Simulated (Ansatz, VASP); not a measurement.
## Be5Te: VASP beside Ansatz

File INCAR:

```
SYSTEM = Be5Te
ALGO = Normal ; EDIFF = 1E-6
EDIFFG = -0.08 ; ENCUT = 600
GGA = PE ; IBRION = 2
ISIF = 3 ; ISMEAR = 0
LASPH = .TRUE. ; LCHARG = .FALSE.
LREAL = .FALSE. ; LWAVE = .FALSE.
NELM = 80 ; NSW = 36
PREC = Accurate ; SIGMA = 0.2
```

The input KPOINTS:

```
k-points
0
G
  5 5 2
  0 0 0
```

Contents of POSCAR:

```
Be5Te
1.0
    3.9700000000      0.0000000000      0.0000000000
   -1.9850000000      3.4381208500      0.0000000000
    0.0000000000      0.0000000000     10.9600000000
Be Te
10 2
Direct
    0.3333333300      0.6666666700      0.0000000000
    0.3333266700      0.3333233300      0.8360000000
    0.0000000000      0.0000000000      0.0000000000
    0.9999966700      0.6666733300      0.8360000000
    0.6666666700      0.3333333300      0.0000000000
    0.9999966700      0.6666633300      0.1640000000
    0.3333366700      0.3333333300      0.1640000000
    0.6666666700      0.0000033300      0.1640000000
    0.6666766700      0.0000033300      0.8360000000
    0.3333333300      0.6666666700      0.5740000000
    0.6666666700      0.3333333300      0.6480000000
    0.3333333300      0.6666666700      0.3520000000
```

Input for Ansatz:

```yaml
crystal:
  lattice:
    - [3.97, 0.0, 0.0]
    - [-1.985, 3.43812085, 0.0]
    - [0.0, 0.0, 10.96]
  atoms:
    - { symbol: Be, position: [0.33333333, 0.66666667, 0.0] }
    - { symbol: Be, position: [0.33332667, 0.33332333, 0.836] }
    - { symbol: Be, position: [0.0, 0.0, 0.0] }
    - { symbol: Be, position: [0.99999667, 0.66667333, 0.836] }
    - { symbol: Be, position: [0.66666667, 0.33333333, 0.0] }
    - { symbol: Be, position: [0.99999667, 0.66666333, 0.164] }
    - { symbol: Be, position: [0.33333667, 0.33333333, 0.164] }
    - { symbol: Be, position: [0.66666667, 3.33e-06, 0.164] }
    - { symbol: Be, position: [0.66667667, 3.33e-06, 0.836] }
    - { symbol: Be, position: [0.33333333, 0.66666667, 0.574] }
    - { symbol: Te, position: [0.66666667, 0.33333333, 0.648] }
    - { symbol: Te, position: [0.33333333, 0.66666667, 0.352] }
basis:
  ecutwfc: 420
kpoints:
  mp_grid: { grid: [5, 5, 2] }
hamiltonian:
  xc: pbe
scf:
  occupations: { method: gaussian, width: 0.2 }
  lower_state_search: "off"
output:
  forces: true
  stress: true
  eigenvalues: true
relax:
  adjacent_minimum: "off"
  f_tol: 0.08
  max_steps: 16
  cell: { stress_tol: 0.8 }
```

Alike in both runs: task relaxation of cell and atoms; functional PBE; k mesh 5 × 5 × 2; occupations gaussian, width 0.2 eV; no spin polarisation.

|  | VASP | Ansatz |
| --- | --- | --- |
| version | VASP 6.6.1 | Ansatz 0.2.0 |
| potentials or method | VASP PAW PBE potentials, release 64 (Be, Te), cutoff 600 eV | scalar-relativistic, plane waves, PAW |
| valence electrons in the cell | 32 | 52 |

```tsv
	VASP	Ansatz	Ansatz less VASP
relaxed volume (Å³/atom)	13.13	14.98	+1.849
relaxed cell length with the largest relative difference (Å)	11.523	12.899	+1.3760
```

VASP's potentials hold 32 valence electrons a cell and Ansatz's 52, so a difference there can come from the potentials and not from the codes.

The k mesh is coarse, so the values compare programs but aren't converged. Spin-orbit coupling is off throughout.
